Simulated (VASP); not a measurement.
Al9H: single point with PBE

The system is Al9H, a slab with vacuum.

```
CELL_PARAMETERS angstrom
2.85354 0.00000 0.00000
-1.42677 2.47124 0.00000
0.00000 0.00000 34.26056
ATOMIC_POSITIONS crystal
Al 0.33333 0.66667 0.11675
Al 0.00000 0.00000 0.18521
Al 0.66667 0.33333 0.25367
Al 0.00000 0.00000 0.32212
Al 0.33333 0.66667 0.38999
Al 0.00000 0.00000 0.45782
Al 0.66667 0.33333 0.52683
Al 0.00000 0.00000 0.59509
Al 0.33333 0.66667 0.67268
H 0.66667 0.33333 0.63358
```

```
Program                : VASP 6.6.1
Task                   : single point
Functional             : PBE
Potentials or basis    : VASP PAW PBE potentials, release 64 (Al, H)
Cutoff                 : 520 eV
k mesh                 : 9 × 9 × 1
Occupations            : gaussian, width 0.1 eV
Spin                   : no spin polarisation
Dipole correction      : yes
Further INCAR settings : ALGO = Normal; EDIFF = 1e-07; NBANDS = 25
```

```json
{
  "Largest force": "0.096 eV/Å",
  "Band gap on the k mesh": "zero (bands 14 and 15 overlap by 3.59 eV)"
}
```

Forces in eV/Å, atoms in the order of the input:
```
Al   0.000  0.000  0.008
Al   0.000  0.000  0.048
Al   0.000  0.000 -0.013
Al   0.000  0.000 -0.035
Al   0.000  0.000  0.096
Al   0.000  0.000 -0.081
Al   0.000  0.000 -0.072
Al   0.000  0.000  0.047
Al   0.000  0.000 -0.001
H    0.000  0.000  0.003
```

Levels at points of the mesh, in eV from the Fermi level:
| k point | band 10 | band 11 | band 12 | band 13 | band 14 | band 15 | band 16 | band 17 |
| --- | --- | --- | --- | --- | --- | --- | --- | --- |
| (0.00, 0.00, 0.00) | -4.50 | -3.08 | -1.59 | -0.04 | 1.40 | 2.62 | 3.56 | 3.86 |

Wall time 100 s on 1 thread of Intel(R) Xeon(R) 6975P-C (Granite Rapids), with other jobs on the host, peak memory 0.36 GiB.
